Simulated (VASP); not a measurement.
# SiO2 (Stishovite) (P4_2/mnm) in VASP: further runs

The runs below take SiO2 (Stishovite) through single point, with PBE.

Everything below comes from runs of VASP 6.6.1. Logs are shortened: lines on timing, memory, paths and dates and some standing lists are left out, and cuts for length are marked.

**1. The cell of the first run**

Symmetry: P4_2/mnm, No. 136, tetragonal system. The conventional cell has a = 4.003 Å, b = 4.003 Å, c = 2.554 Å, α = 90.00°, β = 90.00°, γ = 90.00°. Within 2.2 Å of Si (site symmetry mmm) lie 6 O at 1.68 to 1.73 Å. Within 2.2 Å of O (site symmetry m2m) lie 3 Si at 1.68 to 1.73 Å and 1 O at 2.20 Å.

**2. Single point, PBE**

INCAR reads:

```
  PREC = Accurate
  ENCUT = 520
  EDIFF = 1E-6
  ISMEAR = 0
  SIGMA = 0.01
  LREAL = F
  LASPH = T
  NELM = 100
  ALGO = Normal
  ISIF = 2
  LWAVE = F
  LCHARG = T
  GGA = PE
  LELF = T
  LVHAR = T
  NBANDS = 25
```

KPOINTS reads:

```
Automatic mesh
0
Gamma
  6 6 8
```

POSCAR reads:

```
SiO2
1.0
    4.0030396338      0.0000000000      0.0000000000
    0.0000000000      4.0030396338      0.0000000000
    0.0000000000      0.0000000000      2.5540184406
Si O
2 4
Direct
    0.0000000000      0.0000000000      0.0000000000
    0.5000000000      0.5000000000      0.5000000000
    0.3059000000      0.3059000000      0.0000000000
    0.1941000000      0.8059000000      0.5000000000
    0.6941000000      0.6941000000      0.0000000000
    0.8059000000      0.1941000000      0.5000000000
```

Potentials or basis: VASP PAW PBE potentials, release 64 (Si, O).

The run is started by

```console
cat potpaw_PBE.64/Si/POTCAR potpaw_PBE.64/O/POTCAR > POTCAR
mpirun -np 1 vasp_std > vasp.out
```

OUTCAR:

```text
PREC = Accurate
   ENCUT = 520
   EDIFF = 1E-6
   ISMEAR = 0
   LREAL = F
   LASPH = T
   NELM = 100
   ISIF = 2
   GGA = PE

 ion  position               nearest neighbor table
   1  0.000  0.000  0.000-   4 1.68   6 1.68   4 1.68   6 1.68   5 1.73   3 1.73   2 3.11   2 3.11
                             2 3.11   2 3.11   2 3.11   2 3.11   2 3.11   2 3.11
   2  0.500  0.500  0.500-   3 1.68   5 1.68   3 1.68   5 1.68   4 1.73   6 1.73   1 3.11   1 3.11
                             1 3.11   1 3.11   1 3.11   1 3.11   1 3.11   1 3.11
   3  0.306  0.306  0.000-   2 1.68   2 1.68   1 1.73
   4  0.194  0.806  0.500-   1 1.68   1 1.68   2 1.73
   5  0.694  0.694  0.000-   2 1.68   2 1.68   1 1.73
   6  0.806  0.194  0.500-   1 1.68   1 1.68   2 1.73

  LATTYP: Found a simple tetragonal cell.
 ALAT       =     4.0030396338
 C/A-ratio  =     0.6380197735

  Lattice vectors:

 A1 = (   4.0030396338,   0.0000000000,   0.0000000000)
 A2 = (   0.0000000000,   4.0030396338,   0.0000000000)
 A3 = (   0.0000000000,   0.0000000000,   2.5540184406)

Analysis of symmetry for initial positions (statically):
=====================================================================
 Subroutine PRICEL returns:
 Original cell was already a primitive cell.

 Routine SETGRP: Setting up the symmetry group for a
 simple tetragonal supercell.

 Subroutine GETGRP returns: Found 16 space group operations
 (whereof  8 operations were pure point group operations)
 out of a pool of 16 trial point group operations.

The static configuration has the point symmetry D_2h.
 The point group associated with its full space group is D_4h.

Analysis of symmetry for dynamics (positions and initial velocities):
=====================================================================
 Subroutine PRICEL returns:
 Original cell was already a primitive cell.

 Routine SETGRP: Setting up the symmetry group for a
 simple tetragonal supercell.

 Subroutine GETGRP returns: Found 16 space group operations
 (whereof  8 operations were pure point group operations)
 out of a pool of 16 trial point group operations.

The dynamic configuration has the point symmetry D_2h.
 The point group associated with its full space group is D_4h.

 Subroutine INISYM returns: Found 16 space group operations
 (whereof  8 operations are pure point group operations),
 and found     1 'primitive' translations

----------------------------------------------------------------------------------------

                                     Primitive cell

  volume of cell :      40.9264

  direct lattice vectors                    reciprocal lattice vectors
     4.003039634  0.000000000  0.000000000     0.249810167  0.000000000  0.000000000
     0.000000000  4.003039634  0.000000000     0.000000000  0.249810167  0.000000000
     0.000000000  0.000000000  2.554018441     0.000000000  0.000000000  0.391539851

  length of vectors
     4.003039634  4.003039634  2.554018441     0.249810167  0.249810167  0.391539851

  position of ions in fractional coordinates (direct lattice)
     0.000000000  0.000000000  0.000000000
     0.500000000  0.500000000  0.500000000
     0.305900000  0.305900000  0.000000000
     0.194100000  0.805900000  0.500000000
     0.694100000  0.694100000  0.000000000
     0.805900000  0.194100000  0.500000000

  ion indices of the primitive-cell ions
   primitive index   ion index
                 1           1
                 2           2
                 3           3
                 4           4
                 5           5
                 6           6

----------------------------------------------------------------------------------------

 KPOINTS: Automatic mesh

Automatic generation of k-mesh.
 Grid dimensions read from file:
 generate k-points for:    6    6    8

 Generating k-lattice:

  Cartesian coordinates                     Fractional coordinates (reciprocal lattice)
     0.041635028  0.000000000  0.000000000     0.166666667  0.000000000  0.000000000
     0.000000000  0.041635028  0.000000000     0.000000000  0.166666667  0.000000000
     0.000000000  0.000000000  0.048942481     0.000000000  0.000000000  0.125000000

  Length of vectors
     0.041635028  0.041635028  0.048942481

  Shift w.r.t. Gamma in fractional coordinates (k-lattice)
     0.000000000  0.000000000  0.000000000

 Subroutine IBZKPT returns following result:
 ===========================================

 Found     50 irreducible k-points:

 Following reciprocal coordinates:
            Coordinates               Weight
  0.000000  0.000000  0.000000      1.000000
  0.166667  0.000000  0.000000      4.000000
  0.333333  0.000000  0.000000      4.000000
  0.500000  0.000000  0.000000      2.000000
  0.166667  0.166667  0.000000      4.000000
  0.333333  0.166667  0.000000      8.000000
[... 16 lines left out ...]
  0.333333  0.000000  0.250000      8.000000
  0.500000  0.000000  0.250000      4.000000
 [... further k-points ...]
   k-points           NKPTS =     50   k-points in BZ     NKDIM =     50   number of bands    NBANDS=     25
   number of dos      NEDOS =    301   number of ions     NIONS =      6
   total plane-waves  NPLWV =  18000
   dimension x,y,z NGX =    30 NGY =   30 NGZ =   20
   dimension x,y,z NGXF=    60 NGYF=   60 NGZF=   40
   ions per type =               2   4
   NGX,Y,Z   is equivalent  to a cutoff of  12.46, 12.46, 13.02 a.u.
   NGXF,Y,Z  is equivalent  to a cutoff of  24.92, 24.92, 26.04 a.u.
 SYSTEM =  unknown system
   PREC   = accura    normal or accurate (medium, high low for compatibility)
   ISTART =      0    job   : 0-new  1-cont  2-samecut
   ICHARG =      2    charge: 1-file 2-atom 10-const
   ISPIN  =      1    spin polarized calculation?
   LNONCOLLINEAR =      F non collinear calculations
   LSORBIT =      F    spin-orbit coupling
   LASPH  =      T    aspherical Exc in radial PAW
   ENCUT  =  520.0 eV  38.22 Ry    6.18 a.u.   7.44  7.44  4.75*2*pi/ulx,y,z
   NELM   =    100;   NELMIN=  2; NELMDL= -5     # of ELM steps
   EDIFF  = 0.1E-05   stopping-criterion for ELM
   LREAL  =      F    real-space projection
   EDIFFG = 0.1E-04   stopping-criterion for IOM
   NSW    =      0    number of steps for IOM
   IBRION =     -1    ionic relax: 0-MD 1-quasi-New 2-CG
   NFREE  =      0    steps in history (QN), initial steepest desc. (CG)
   ISIF   =      2    stress and relaxation
   ISYM   =      2    0-nonsym 1-usesym 2-fastsym
   POTIM  = 0.5000    time-step for ionic-motion
   TEBEG  =    0.0;   TEEND  =   0.0 temperature during run
   PSTRESS=    0.0 pullay stress
   NELECT =      32.0000    total number of electrons
   NUPDOWN=      -1.0000    fix difference up-down
   EMIN   =  10.00;   EMAX   =-10.00  energy-range for DOS
   EFERMI =   0.00;   METHOD = LEGACY
   ISMEAR =     0;   SIGMA  =   0.01  broadening in eV -4-tet -1-fermi 0-gaus
   EFERMI_NEDOS =   21; number of points for ismear=-14 and -15
   IALGO  =     38    algorithm
   IMIX   =      4    mixing-type and parameters
     AMIX     =   0.40;   BMIX     =  1.00
     AMIX_MAG =   1.60;   BMIX_MAG =  1.00
  volume/ion in A,a.u.               =       6.82        46.03
  Fermi-wavevector in a.u.,A,eV,Ry     =   1.508193  2.850071 30.948435  2.274646
  Thomas-Fermi vector in A             =   2.618679
   LORBIT       =      0    0 simple, 1 ext, 2 COOP (PROOUT), +10 PAW based schemes
   GGA     = PE    functional components
   LHFCALC =     F    Hartree Fock is set to
   AEXX    =    0.0000 exact exchange contribution
   IVDW    =     0    specifies the selected vdW correction
   LEPSILON=     F    determine dielectric tensor
   LRPA    =     F    only Hartree local field effects (RPA)
 non-spin polarized calculation
 Gauss-broadening in eV      SIGMA  =   0.01
  energy-cutoff  :      520.00
  volume of cell :       40.93
 maximum number of plane-waves:      1124
 NGX is ok and might be reduce to    30
   NGX = 15   NGY = 15   NGZ =  9

 number of electron      32.0000036 magnetization

 Free energy of the ion-electron system (eV)
  ---------------------------------------------------
  ext. energy  EPLUGINS =         0.00000000
  ---------------------------------------------------
  free energy    TOTEN  =       -44.94509504 eV

  energy without entropy =      -44.94509504  energy(sigma->0) =      -44.94509504

 E-fermi :  10.1805     XC(G=0): -12.9562

 val. band max:       10.1257629072   @ k =   0.0000   0.0000   0.0000
 cond. band min:      17.2754717713   @ k =   0.0000   0.0000   0.0000
 fundamental gap:      7.1497088641
 Fermi energy:        10.1804808436

 k-point     1 :       0.0000    0.0000    0.0000
  band No.  band energies     occupation
      1     -13.9005      2.00000
      2      -9.5665      2.00000
      3      -9.5665      2.00000
      4      -9.2923      2.00000
      5      -1.5625      2.00000
      6       2.7013      2.00000
[... 17 lines left out ...]
     24      26.3208      0.00000
     25      27.2999      0.00000

 k-point     2 :       0.1667    0.0000    0.0000
  band No.  band energies     occupation
      1     -13.7324      2.00000
      2     -10.3922      2.00000
      3      -9.4757      2.00000
      4      -8.8318      2.00000
      5      -1.4048      2.00000
      6       2.1048      2.00000
[... 17 lines left out ...]
     24      25.4615      0.00000
     25      27.1690      0.00000

 k-point     3 :       0.3333    0.0000    0.0000
  band No.  band energies     occupation
      1     -13.2393      2.00000
      2     -11.4643      2.00000
      3      -9.2305      2.00000
      4      -8.7144      2.00000
      5      -0.9379      2.00000
      6       0.8963      2.00000
[... 17 lines left out ...]
     24      25.5727      0.00000
     25      26.5990      0.00000

 k-point     4 :       0.5000    0.0000    0.0000
  band No.  band energies     occupation
      1     -12.4585      2.00000
      2     -12.4585      2.00000
      3      -8.9205      2.00000
      4      -8.9205      2.00000
      5      -0.1596      2.00000
      6      -0.1596      2.00000
[... 17 lines left out ...]
     24      25.0493      0.00000
     25      26.2345      0.00000

 k-point     5 :       0.1667    0.1667    0.0000
  band No.  band energies     occupation
      1     -13.5684      2.00000
      2     -10.6113      2.00000
      3      -9.7047      2.00000
      4      -8.7025      2.00000
      5      -1.1948      2.00000
      6       2.0865      2.00000
[... 17 lines left out ...]
     24      25.1011      0.00000
     25      26.9201      0.00000

 k-point     6 :       0.3333    0.1667    0.0000
  band No.  band energies     occupation
      1     -13.0885      2.00000
      2     -11.4198      2.00000
      3      -9.5682      2.00000
      4      -8.8179      2.00000
      5      -0.6206      2.00000
      6       1.2282      2.00000
[... 17 lines left out ...]
     24      25.2497      0.00000
     25      26.4018      0.00000
[... 393 lines left out ...]
 k-point    21 :       0.0000    0.0000    0.2500
  band No.  band energies     occupation
      1     -12.9704      2.00000
      2      -9.3041      2.00000
      3      -9.1014      2.00000
      4      -9.1014      2.00000
      5      -1.3072      2.00000
      6       2.5522      2.00000
[... 17 lines left out ...]
     24      25.6303      0.00000
     25      25.6777      0.00000

 k-point    22 :       0.1667    0.0000    0.2500
  band No.  band energies     occupation
      1     -12.8154      2.00000
      2      -9.9208      2.00000
      3      -9.0444      2.00000
      4      -8.7840      2.00000
      5      -1.0118      2.00000
      6       1.9875      2.00000
[... 17 lines left out ...]
     24      25.0443      0.00000
     25      25.3196      0.00000

 k-point    23 :       0.3333    0.0000    0.2500
  band No.  band energies     occupation
      1     -12.3641      2.00000
      2     -10.7975      2.00000
      3      -8.8991      2.00000
      4      -8.6647      2.00000
      5      -0.2822      2.00000
      6       1.3373      2.00000
[... 17 lines left out ...]
     24      24.1568      0.00000
     25      24.8063      0.00000

 k-point    24 :       0.5000    0.0000    0.2500
  band No.  band energies     occupation
      1     -11.6617      2.00000
      2     -11.6617      2.00000
      3      -8.7383      2.00000
      4      -8.7383      2.00000
      5       0.5499      2.00000
      6       0.5499      2.00000
[... 17 lines left out ...]
     24      23.9059      0.00000
     25      24.9041      0.00000

 [... further k-points ...]
[... 5 lines left out ...]
  --------------------------------------------------------------------------------------
  -------------------------------------------------------------------------------------
  Total       16.3879131     16.3879131     19.9500872     -0.0000000      0.0000000      0.0000000
  in kB      641.5498777    641.5498777    781.0009679     -0.0000000      0.0000000      0.0000000
  external PRESSURE =     688.0335744 kB  Pullay stress =       0.0000000 kB

 VOLUME and BASIS-vectors are now :
 -----------------------------------------------------------------------------
  energy-cutoff  :      520.00
  volume of cell :       40.93
      direct lattice vectors                 reciprocal lattice vectors
     4.003039634  0.000000000  0.000000000     0.249810167  0.000000000  0.000000000
     0.000000000  4.003039634  0.000000000     0.000000000  0.249810167  0.000000000
     0.000000000  0.000000000  2.554018441     0.000000000  0.000000000  0.391539851

 POSITION                                       TOTAL-FORCE (eV/Angst)
 -----------------------------------------------------------------------------------
      0.00000      0.00000      0.00000         0.000000      0.000000      0.000000
      2.00152      2.00152      1.27701         0.000000      0.000000      0.000000
      1.22453      1.22453      0.00000        -0.793073     -0.793073      0.000000
      0.77699      3.22605      1.27701         0.793073     -0.793073      0.000000
      2.77851      2.77851      0.00000         0.793073      0.793073      0.000000
      3.22605      0.77699      1.27701        -0.793073      0.793073      0.000000
 -----------------------------------------------------------------------------------
    total drift:                               -0.000000      0.000000     -0.000000

  FREE ENERGIE OF THE ION-ELECTRON SYSTEM (eV)
  ---------------------------------------------------
  free  energy   TOTEN  =       -44.9450950420 eV

  energy  without entropy=      -44.9450950420  energy(sigma->0) =      -44.94509504
```

Run time: 32 s. Hardware: 1 thread of Intel Xeon 6975P-C, shared host; peak memory 0.17 GiB.

Results:

```
Free energy            : -44.9451 eV
Pressure               : 68.8 GPa
Largest force          : 1.122 eV/Å
Band gap on the k mesh : 7.15 eV, direct
```

Forces in eV/Å, atoms in the order of the input:
```
Si   0.000  0.000  0.000
Si   0.000  0.000  0.000
O   -0.793 -0.793  0.000
O    0.793 -0.793  0.000
O    0.793  0.793  0.000
O   -0.793  0.793  0.000
```

Caveat: forces of over 1 eV/Å act on the atoms, so gaps and moduli don't describe the material at rest. A k mesh can miss the band edges.

**3. Single point, PBE**

This run uses another cell than the first one, of 7.44 Å³/atom, 1.091 times its volume.

INCAR reads:

```
PREC = Accurate
ENCUT = 520
EDIFF = 1E-6
ISMEAR = 0
SIGMA = 0.01
LREAL = F
LASPH = T
NELM = 100
ALGO = Normal
ISIF = 2
LWAVE = F
LCHARG = F
GGA = PE
NBANDS = 25
```

KPOINTS is that of step 2.

POSCAR: that of step 2 with these lines changed.

```diff
@@ -2,5 +2,5 @@
 1.0
-    4.0030396338      0.0000000000      0.0000000000
-    0.0000000000      4.0030396338      0.0000000000
-    0.0000000000      0.0000000000      2.5540184406
+    4.1208430792      0.0000000000      0.0000000000
+    0.0000000000      4.1208430792      0.0000000000
+    0.0000000000      0.0000000000      2.6291793682
 Si O
```

Potentials or basis: VASP PAW PBE potentials, release 64 (Si, O).

The run is started by

```console
cat potpaw_PBE.64/Si/POTCAR potpaw_PBE.64/O/POTCAR > POTCAR
mpirun -np 1 vasp_std > vasp.out
```

Run time: 30 s. Hardware: 1 thread of Intel Xeon 6975P-C, shared host; peak memory 0.17 GiB.

The run converged. Its results:

```
Free energy            : -46.0312 eV
Pressure               : 26.8 GPa
Largest force          : 0.394 eV/Å
Band gap on the k mesh : 6.38 eV, direct
```

Forces in eV/Å, atoms in the order of the input:
```
Si   0.000  0.000  0.000
Si   0.000  0.000  0.000
O   -0.278 -0.278  0.000
O    0.278 -0.278  0.000
O    0.278  0.278  0.000
O   -0.278  0.278  0.000
```

Stress tensor (GPa, compression positive):
```
24.98  0.00  0.00
 0.00 24.98  0.00
 0.00  0.00 30.40
```

Levels at points of the mesh, in eV from the valence-band top:
| k point | band 12 | band 13 | band 14 | band 15 | band 16 | band 17 | band 18 | band 19 | band 20 | band 21 |
| --- | --- | --- | --- | --- | --- | --- | --- | --- | --- | --- |
| (0.00, 0.00, 0.00) | -3.26 | -2.55 | -0.91 | -0.91 | 0.00 | 6.38 | 6.87 | 8.87 | 8.87 | 11.27 |
| (0.50, 0.00, 0.00) | -4.08 | -2.78 | -2.78 | -1.12 | -1.12 | 8.30 | 8.30 | 9.44 | 9.44 | 11.36 |
| (0.50, 0.50, 0.00) | -3.40 | -2.77 | -2.77 | -2.42 | -2.42 | 7.94 | 7.94 | 10.48 | 10.48 | 13.64 |
| (0.00, 0.00, 0.50) | -4.79 | -3.28 | -3.28 | -2.84 | -2.84 | 9.68 | 9.68 | 13.08 | 13.08 | 13.28 |
| (0.50, 0.00, 0.50) | -4.18 | -2.39 | -2.39 | -1.86 | -1.86 | 9.24 | 9.24 | 10.34 | 10.34 | 12.46 |
| (0.50, 0.50, 0.50) | -4.64 | -1.84 | -1.84 | -1.65 | -1.65 | 7.71 | 7.71 | 11.35 | 11.35 | 11.89 |

A k mesh can miss the band edges. As with any semilocal functional, this PBE gap is likely too small.
